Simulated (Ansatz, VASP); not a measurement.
One calculation of RbSr, two programs

File INCAR:

```
  ALGO = Normal
  EDIFF = 1E-6
  EDIFFG = -0.01
  ENCUT = 600
  GGA = PE
  IBRION = 2
  ISIF = 3
  ISMEAR = 0
  LASPH = True
  LCHARG = False
  LREAL = False
  LWAVE = False
  NELM = 100
  NSW = 100
  PREC = Accurate
  SIGMA = 0.1
```

Contents of KPOINTS:

```
k-points
0
Gamma
  12 12 12
```

POSCAR

```
RbSr
1.0
    0.0000000000      4.3090408819      4.3090408819
    4.3090408819      0.0000000000      4.3090408819
    4.3090408819      4.3090408819      0.0000000000
Rb Sr
1 1
Direct
    0.0000000000      0.0000000000      0.0000000000
    0.5000000000      0.5000000000      0.5000000000
```

Input for Ansatz:

```yaml
crystal:
  lattice:
    - [0.0, 4.3090408819, 4.3090408819]
    - [4.3090408819, 0.0, 4.3090408819]
    - [4.3090408819, 4.3090408819, 0.0]
  atoms:
    - { symbol: Rb, position: [0.0, 0.0, 0.0] }
    - { symbol: Sr, position: [0.5, 0.5, 0.5] }
basis:
  ecutwfc: 420
kpoints:
  mp_grid: { grid: [12, 12, 12] }
hamiltonian:
  xc: pbe
scf:
  occupations: { method: gaussian, width: 0.1 }
output:
  forces: true
  stress: true
  eigenvalues: true
relax:
  adjacent_minimum: "off"
  f_tol: 0.01
  max_steps: 80
  cell: { stress_tol: 0.05 }
```

Alike in both runs: task relaxation of cell and atoms; functional PBE; k mesh 12 × 12 × 12; occupations gaussian, width 0.1 eV; no spin polarisation.

|  | VASP | Ansatz |
| --- | --- | --- |
| version | VASP 6.6.1 | Ansatz 0.2.0 |
| potentials or method | VASP PAW PBE potentials, release 64 (Rb_sv, Sr_sv), cutoff 600 eV | scalar-relativistic, plane waves, PAW |
| valence electrons in the cell | 19 | 19 |

|  | VASP | Ansatz | Ansatz less VASP |
| --- | --- | --- | --- |
| gap on the k mesh at the Fermi level, each at its own relaxed structure (eV) | none | none | - |
| relaxed volume (Å³/atom) | 80.01 | 80.01 | 0.000 |
| relaxed cell length with the largest relative difference (Å) | 6.094 | 6.094 | 0.0000 |

A gap of «none» marks a metal or a gap that the smearing closes.

Noted on VASP's run: the relaxation stopped at its first step, so nothing moved.
